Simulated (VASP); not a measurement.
# In3As (Pm-3m) in VASP: a series of runs

The runs below take In3As through single point, with PBEsol.

Everything below comes from runs of VASP 6.6.1. Logs are shortened: lines on timing, memory, paths and dates and some standing lists are left out, and cuts for length are marked.

## Step 1: The cell of the first run

Symmetry: Pm-3m, No. 221, cubic system. Conventional cell: a = 4.672 Å, b = 4.672 Å, c = 4.672 Å, α = 90.00°, β = 90.00°, γ = 90.00°. In (site symmetry 4/mmm) has 8 In at 3.30 Å and 4 As at 3.30 Å within 4.3 Å. Within 4.3 Å of As (site symmetry m-3m) lie 12 In at 3.30 Å.

## Step 2: Single point, PBEsol

Input file INCAR:

```
SYSTEM = In3As
ALGO = Normal ; EDIFF = 1E-7
ENCUT = 520 ; GGA = PS
ISIF = 2 ; ISMEAR = -1
LASPH = .TRUE. ; LCHARG = .TRUE.
LELF = .TRUE. ; LREAL = .FALSE.
LVHAR = .TRUE. ; LWAVE = .FALSE.
NBANDS = 30 ; NELM = 100
PREC = Accurate ; SIGMA = 0.05
```

Input file KPOINTS:

```
k-points
0
G
  6 6 6
  0 0 0
```

Input file POSCAR:

```
In3As
1.0
    4.6716810000      0.0000000000      0.0000000000
    0.0000000000      4.6716810000      0.0000000000
    0.0000000000      0.0000000000      4.6716810000
In As
3 1
Direct
    0.5000000000      0.5000000000      0.0000000000
    0.5000000000      0.0000000000      0.5000000000
    0.0000000000      0.5000000000      0.5000000000
    0.0000000000      0.0000000000      0.0000000000
```

Potentials or basis: VASP PAW PBE potentials, release 64 (In_d, As).

On the command line:

```bash
cat potpaw_PBE.64/In_d/POTCAR potpaw_PBE.64/As/POTCAR > POTCAR
mpirun -np 1 vasp_std > vasp.out
```

OUTCAR:

```text
SYSTEM = In3As
   EDIFF = 1E-7
   ENCUT = 520
   GGA = PS
   ISIF = 2
   ISMEAR = -1
   LASPH = .TRUE.
   LREAL = .FALSE.
   NELM = 100
   PREC = Accurate

 ion  position               nearest neighbor table
   1  0.500  0.500  0.000-   2 3.30   3 3.30   4 3.30   2 3.30   3 3.30   2 3.30   4 3.30   2 3.30
                             3 3.30   4 3.30   3 3.30   4 3.30
   2  0.500  0.000  0.500-   1 3.30   3 3.30   4 3.30   1 3.30   4 3.30   1 3.30   3 3.30   1 3.30
                             3 3.30   4 3.30   4 3.30   3 3.30
   3  0.000  0.500  0.500-   1 3.30   2 3.30   4 3.30   1 3.30   4 3.30   2 3.30   4 3.30   4 3.30
                             1 3.30   2 3.30   1 3.30   2 3.30
   4  0.000  0.000  0.000-   1 3.30   2 3.30   3 3.30   2 3.30   3 3.30   1 3.30   3 3.30   3 3.30
                             1 3.30   2 3.30   2 3.30   1 3.30

  LATTYP: Found a simple cubic cell.
 ALAT       =     4.6716810000

  Lattice vectors:

 A1 = (   4.6716810000,   0.0000000000,   0.0000000000)
 A2 = (   0.0000000000,   4.6716810000,   0.0000000000)
 A3 = (   0.0000000000,   0.0000000000,   4.6716810000)

Analysis of symmetry for initial positions (statically):
=====================================================================
 Subroutine PRICEL returns:
 Original cell was already a primitive cell.

 Routine SETGRP: Setting up the symmetry group for a
 simple cubic supercell.

 Subroutine GETGRP returns: Found 48 space group operations
 (whereof 48 operations were pure point group operations)
 out of a pool of 48 trial point group operations.

The static configuration has the point symmetry O_h .

Analysis of symmetry for dynamics (positions and initial velocities):
=====================================================================
 Subroutine PRICEL returns:
 Original cell was already a primitive cell.

 Routine SETGRP: Setting up the symmetry group for a
 simple cubic supercell.

 Subroutine GETGRP returns: Found 48 space group operations
 (whereof 48 operations were pure point group operations)
 out of a pool of 48 trial point group operations.

The dynamic configuration has the point symmetry O_h .

 Subroutine INISYM returns: Found 48 space group operations
 (whereof 48 operations are pure point group operations),
 and found     1 'primitive' translations

----------------------------------------------------------------------------------------
[... 90 lines left out ...]
   ENCUT  =  520.0 eV  38.22 Ry    6.18 a.u.   8.69  8.69  8.69*2*pi/ulx,y,z
   NELM   =    100;   NELMIN=  2; NELMDL= -5     # of ELM steps
   EDIFF  = 0.1E-06   stopping-criterion for ELM
   LREAL  =      F    real-space projection
   EDIFFG = 0.1E-05   stopping-criterion for IOM
   NSW    =      0    number of steps for IOM
   IBRION =     -1    ionic relax: 0-MD 1-quasi-New 2-CG
   NFREE  =      0    steps in history (QN), initial steepest desc. (CG)
   ISIF   =      2    stress and relaxation
   ISYM   =      2    0-nonsym 1-usesym 2-fastsym
   POTIM  = 0.5000    time-step for ionic-motion
   TEBEG  =    0.0;   TEEND  =   0.0 temperature during run
   PSTRESS=    0.0 pullay stress
   NELECT =      44.0000    total number of electrons
   NUPDOWN=      -1.0000    fix difference up-down
   EMIN   =  10.00;   EMAX   =-10.00  energy-range for DOS
   EFERMI =   0.00;   METHOD = LEGACY
   ISMEAR =    -1;   SIGMA  =   0.05  broadening in eV -4-tet -1-fermi 0-gaus
   EFERMI_NEDOS =   21; number of points for ismear=-14 and -15
   IALGO  =     38    algorithm
   IMIX   =      4    mixing-type and parameters
     AMIX     =   0.40;   BMIX     =  1.00
     AMIX_MAG =   1.60;   BMIX_MAG =  1.00
  volume/ion in A,a.u.               =      25.49       172.01
  Fermi-wavevector in a.u.,A,eV,Ry     =   1.237141  2.337858 20.823961  1.530518
  Thomas-Fermi vector in A             =   2.371720
   LORBIT       =      0    0 simple, 1 ext, 2 COOP (PROOUT), +10 PAW based schemes
   GGA     = PS    functional components
   LHFCALC =     F    Hartree Fock is set to
   AEXX    =    0.0000 exact exchange contribution
   IVDW    =     0    specifies the selected vdW correction
   LEPSILON=     F    determine dielectric tensor
   LRPA    =     F    only Hartree local field effects (RPA)
 non-spin polarized calculation
  energy-cutoff  :      520.00
  volume of cell :      101.96
 maximum number of plane-waves:      2800
 NGX is ok and might be reduce to    36
   NGX = 17   NGY = 17   NGZ = 17

 number of electron      43.9999975 magnetization

 Free energy of the ion-electron system (eV)
  ---------------------------------------------------
  ext. energy  EPLUGINS =         0.00000000
  ---------------------------------------------------
  free energy    TOTEN  =       -13.71668645 eV

  energy without entropy =      -13.70136653  energy(sigma->0) =      -13.70902649

 E-fermi :   6.4348     XC(G=0): -10.2887

 val. band max:        6.4250235002   @ k =   0.1667   0.1667   0.1667
 cond. band min:       6.4550101779   @ k =   0.3333   0.3333   0.3333
 fundamental gap:      0.0299866777
 Fermi energy:         6.4347984075

 k-point     1 :       0.0000    0.0000    0.0000
  band No.  band energies     occupation
      1      -8.1210      2.00000
      2      -8.1051      2.00000
      3      -8.1051      2.00000
      4      -8.1051      2.00000
      5      -7.9292      2.00000
      6      -7.9292      2.00000
[... 649 lines left out ...]
     29      15.5619      0.00000
     30      15.5625      0.00000

------------------------ aborting loop because EDIFF is reached ----------------------------------------

  FORCE on cell =-STRESS in cart. coord.  units (eV):
  Direction    XX          YY          ZZ          XY          YZ          ZX
  --------------------------------------------------------------------------------------
  -------------------------------------------------------------------------------------
  Total       -1.5222342     -1.5222342     -1.5222342     -0.0000000     -0.0000000     -0.0000000
  in kB      -23.9206245    -23.9206245    -23.9206245     -0.0000000     -0.0000000     -0.0000000
  external PRESSURE =     -23.9206245 kB  Pullay stress =       0.0000000 kB

 VOLUME and BASIS-vectors are now :
 -----------------------------------------------------------------------------
  energy-cutoff  :      520.00
  volume of cell :      101.96
      direct lattice vectors                 reciprocal lattice vectors
     4.671681000  0.000000000  0.000000000     0.214055711  0.000000000  0.000000000
     0.000000000  4.671681000  0.000000000     0.000000000  0.214055711  0.000000000
     0.000000000  0.000000000  4.671681000     0.000000000  0.000000000  0.214055711

 POSITION                                       TOTAL-FORCE (eV/Angst)
 -----------------------------------------------------------------------------------
      2.33584      2.33584      0.00000         0.000000      0.000000      0.000000
      2.33584      0.00000      2.33584         0.000000      0.000000      0.000000
      0.00000      2.33584      2.33584         0.000000      0.000000      0.000000
      0.00000      0.00000      0.00000         0.000000      0.000000      0.000000
 -----------------------------------------------------------------------------------
    total drift:                                0.000000      0.000000      0.000000

  FREE ENERGIE OF THE ION-ELECTRON SYSTEM (eV)
  ---------------------------------------------------
  free  energy   TOTEN  =       -13.7166864545 eV

  energy  without entropy=      -13.7013665303  energy(sigma->0) =      -13.70902649
```

OSZICAR:

```text
N       E                     dE             d eps       ncg     rms          rms(c)
DAV:   1     0.389114990709E+03    0.38911E+03   -0.21152E+04  1200   0.190E+03
DAV:   2     0.235803812874E+02   -0.36553E+03   -0.35814E+03  1200   0.441E+02
DAV:   3    -0.124622346066E+02   -0.36043E+02   -0.35298E+02  1476   0.158E+02
DAV:   4    -0.138785561680E+02   -0.14163E+01   -0.14137E+01  1382   0.325E+01
DAV:   5    -0.139467253361E+02   -0.68169E-01   -0.68164E-01  1754   0.600E+00    0.410E+00
DAV:   6    -0.137347288728E+02    0.21200E+00   -0.71110E-01  1560   0.770E+00    0.227E+00
DAV:   7    -0.137219364452E+02    0.12792E-01   -0.75796E-02  1512   0.196E+00    0.831E-01
DAV:   8    -0.137173122924E+02    0.46242E-02   -0.71617E-03  1694   0.457E-01    0.220E-01
DAV:   9    -0.137167159361E+02    0.59636E-03   -0.16305E-03  1592   0.193E-01    0.714E-02
DAV:  10    -0.137166857540E+02    0.30182E-04   -0.25544E-04  1628   0.154E-01    0.218E-02
DAV:  11    -0.137166867646E+02   -0.10106E-05   -0.33200E-05  1528   0.484E-02    0.675E-03
DAV:  12    -0.137166865233E+02    0.24125E-06   -0.17397E-06  1698   0.918E-03    0.535E-03
DAV:  13    -0.137166864545E+02    0.68805E-07   -0.64879E-08   882   0.189E-03
   1 F= -.13716686E+02 E0= -.13709026E+02  d E =-.153199E-01
```

It took 30 s on 1 thread of Intel Xeon 6975P-C (Granite Rapids), shared host; peak memory 0.22 GiB.

What came out:

```
Free energy            : -13.7167 eV
Pressure               : -2.4 GPa
Band gap on the k mesh : zero (band 22 reaches 6.94 eV, above the bottom of band 23 at 3.09 eV)
```

Caveat: the PAW data sets were made with another functional, which shifts forces and pressure a little; spin-orbit coupling is left out, which moves the levels of the heavy elements.

## Step 3: Single point, PBEsol

Input file INCAR:

```
PREC = Accurate
ENCUT = 520
EDIFF = 1E-6
ISMEAR = -1
SIGMA = 0.05
LREAL = F
LASPH = T
NELM = 60
ALGO = Fast
ISIF = 2
LWAVE = F
LCHARG = T
GGA = PS
LELF = T
LVHAR = T
NBANDS = 30
```

Input file KPOINTS:

```
Automatic mesh
0
Gamma
  6 6 6
```

POSCAR is that of step 2.

Potentials or basis: VASP PAW PBE potentials, release 64 (In_d, As).

On the command line:

```bash
cat potpaw_PBE.64/In_d/POTCAR potpaw_PBE.64/As/POTCAR > POTCAR
mpirun -np 1 vasp_std > vasp.out
```

OUTCAR:

```text
PREC = Accurate
   ENCUT = 520
   EDIFF = 1E-6
   ISMEAR = -1
   LREAL = F
   LASPH = T
   NELM = 60
   ISIF = 2
   GGA = PS

 ion  position               nearest neighbor table
   1  0.500  0.500  0.000-   2 3.30   3 3.30   4 3.30   2 3.30   3 3.30   2 3.30   4 3.30   2 3.30
                             3 3.30   4 3.30   3 3.30   4 3.30
   2  0.500  0.000  0.500-   1 3.30   3 3.30   4 3.30   1 3.30   4 3.30   1 3.30   3 3.30   1 3.30
                             3 3.30   4 3.30   4 3.30   3 3.30
   3  0.000  0.500  0.500-   1 3.30   2 3.30   4 3.30   1 3.30   4 3.30   2 3.30   4 3.30   4 3.30
                             1 3.30   2 3.30   1 3.30   2 3.30
   4  0.000  0.000  0.000-   1 3.30   2 3.30   3 3.30   2 3.30   3 3.30   1 3.30   3 3.30   3 3.30
                             1 3.30   2 3.30   2 3.30   1 3.30

  LATTYP: Found a simple cubic cell.
 ALAT       =     4.6716810000

  Lattice vectors:

 A1 = (   4.6716810000,   0.0000000000,   0.0000000000)
 A2 = (   0.0000000000,   4.6716810000,   0.0000000000)
 A3 = (   0.0000000000,   0.0000000000,   4.6716810000)

Analysis of symmetry for initial positions (statically):
=====================================================================
 Subroutine PRICEL returns:
 Original cell was already a primitive cell.

 Routine SETGRP: Setting up the symmetry group for a
 simple cubic supercell.

 Subroutine GETGRP returns: Found 48 space group operations
 (whereof 48 operations were pure point group operations)
 out of a pool of 48 trial point group operations.

The static configuration has the point symmetry O_h .

Analysis of symmetry for dynamics (positions and initial velocities):
=====================================================================
 Subroutine PRICEL returns:
 Original cell was already a primitive cell.

 Routine SETGRP: Setting up the symmetry group for a
 simple cubic supercell.

 Subroutine GETGRP returns: Found 48 space group operations
 (whereof 48 operations were pure point group operations)
 out of a pool of 48 trial point group operations.
[... 120 lines left out ...]
     AMIX_MAG =   1.60;   BMIX_MAG =  1.00
  volume/ion in A,a.u.               =      25.49       172.01
  Fermi-wavevector in a.u.,A,eV,Ry     =   1.237141  2.337858 20.823961  1.530518
  Thomas-Fermi vector in A             =   2.371720
   LORBIT       =      0    0 simple, 1 ext, 2 COOP (PROOUT), +10 PAW based schemes
   GGA     = PS    functional components
   LHFCALC =     F    Hartree Fock is set to
   AEXX    =    0.0000 exact exchange contribution
   IVDW    =     0    specifies the selected vdW correction
   LEPSILON=     F    determine dielectric tensor
   LRPA    =     F    only Hartree local field effects (RPA)
 non-spin polarized calculation
 RMM-DIIS sequential band-by-band and
  energy-cutoff  :      520.00
  volume of cell :      101.96
 maximum number of plane-waves:      2800
 NGX is ok and might be reduce to    36
   NGX = 17   NGY = 17   NGZ = 17

 number of electron      43.9999975 magnetization

 Free energy of the ion-electron system (eV)
  ---------------------------------------------------
  ext. energy  EPLUGINS =         0.00000000
  ---------------------------------------------------
  free energy    TOTEN  =       -13.71668722 eV

  energy without entropy =      -13.70136609  energy(sigma->0) =      -13.70902665

 E-fermi :   6.4348     XC(G=0): -10.2887

 val. band max:        6.4250324393   @ k =   0.1667   0.1667   0.1667
 cond. band min:       6.4550261454   @ k =   0.3333   0.3333   0.3333
 fundamental gap:      0.0299937061
 Fermi energy:         6.4348189886

 k-point     1 :       0.0000    0.0000    0.0000
  band No.  band energies     occupation
      1      -8.1213      2.00000
      2      -8.1054      2.00000
      3      -8.1054      2.00000
      4      -8.1054      2.00000
      5      -7.9296      2.00000
      6      -7.9296      2.00000
[... 649 lines left out ...]
     29      15.5619      0.00000
     30      15.9409      0.00000

------------------------ aborting loop because EDIFF is reached ----------------------------------------

  FORCE on cell =-STRESS in cart. coord.  units (eV):
  Direction    XX          YY          ZZ          XY          YZ          ZX
  --------------------------------------------------------------------------------------
  -------------------------------------------------------------------------------------
  Total       -1.4959681     -1.4959681     -1.4959681     -0.0000000      0.0000000      0.0000000
  in kB      -23.5078751    -23.5078751    -23.5078751     -0.0000000      0.0000000      0.0000000
  external PRESSURE =     -23.5078751 kB  Pullay stress =       0.0000000 kB

 VOLUME and BASIS-vectors are now :
 -----------------------------------------------------------------------------
  energy-cutoff  :      520.00
  volume of cell :      101.96
      direct lattice vectors                 reciprocal lattice vectors
     4.671681000  0.000000000  0.000000000     0.214055711  0.000000000  0.000000000
     0.000000000  4.671681000  0.000000000     0.000000000  0.214055711  0.000000000
     0.000000000  0.000000000  4.671681000     0.000000000  0.000000000  0.214055711

 POSITION                                       TOTAL-FORCE (eV/Angst)
 -----------------------------------------------------------------------------------
      2.33584      2.33584      0.00000         0.000000      0.000000      0.000000
      2.33584      0.00000      2.33584         0.000000      0.000000      0.000000
      0.00000      2.33584      2.33584         0.000000      0.000000      0.000000
      0.00000      0.00000      0.00000         0.000000      0.000000      0.000000
 -----------------------------------------------------------------------------------
    total drift:                                0.000000      0.000000      0.000000

  FREE ENERGIE OF THE ION-ELECTRON SYSTEM (eV)
  ---------------------------------------------------
  free  energy   TOTEN  =       -13.7166872207 eV

  energy  without entropy=      -13.7013660881  energy(sigma->0) =      -13.70902665
```

OSZICAR:

```text
N       E                     dE             d eps       ncg     rms          rms(c)
DAV:   1     0.389114990709E+03    0.38911E+03   -0.21152E+04  1200   0.190E+03
DAV:   2     0.235803812874E+02   -0.36553E+03   -0.35814E+03  1200   0.441E+02
DAV:   3    -0.124622346066E+02   -0.36043E+02   -0.35298E+02  1476   0.158E+02
DAV:   4    -0.138785561680E+02   -0.14163E+01   -0.14137E+01  1382   0.325E+01
DAV:   5    -0.139467253361E+02   -0.68169E-01   -0.68164E-01  1754   0.600E+00    0.410E+00
RMM:   6    -0.137369602655E+02    0.20977E+00   -0.36714E-01  1333   0.545E+00    0.218E+00
RMM:   7    -0.137204154566E+02    0.16545E-01   -0.51779E-02  1536   0.175E+00    0.100E+00
RMM:   8    -0.137163512632E+02    0.40642E-02   -0.21263E-02  1458   0.912E-01    0.132E-01
RMM:   9    -0.137164745634E+02   -0.12330E-03   -0.45676E-03  1676   0.777E-01    0.999E-02
RMM:  10    -0.137166489623E+02   -0.17440E-03   -0.18905E-03  1888   0.267E-01    0.143E-01
RMM:  11    -0.137166549012E+02   -0.59389E-05   -0.28405E-04  1680   0.164E-01    0.357E-01
RMM:  12    -0.137166751426E+02   -0.20241E-04   -0.21090E-04  1361   0.162E-01    0.111E-02
RMM:  13    -0.137166864172E+02   -0.11275E-04   -0.12306E-04  1976   0.611E-02    0.404E-02
RMM:  14    -0.137166872207E+02   -0.80352E-06   -0.81881E-06  1251   0.175E-02
   1 F= -.13716687E+02 E0= -.13709027E+02  d E =-.153211E-01
```

Wall time 28 s (1 thread of Intel Xeon 6975P-C (Granite Rapids), shared host); peak memory 0.22 GiB.

Results:

* Free energy: -13.7167 eV
* Pressure: -2.4 GPa
* Band gap on the k mesh: zero (band 22 reaches 6.94 eV, above the bottom of band 23 at 3.09 eV)

Caveat: the PAW data sets were made with another functional, which shifts forces and pressure a little; spin-orbit coupling is left out, which moves the levels of the heavy elements.

(Part 1 of 2 ends here.)
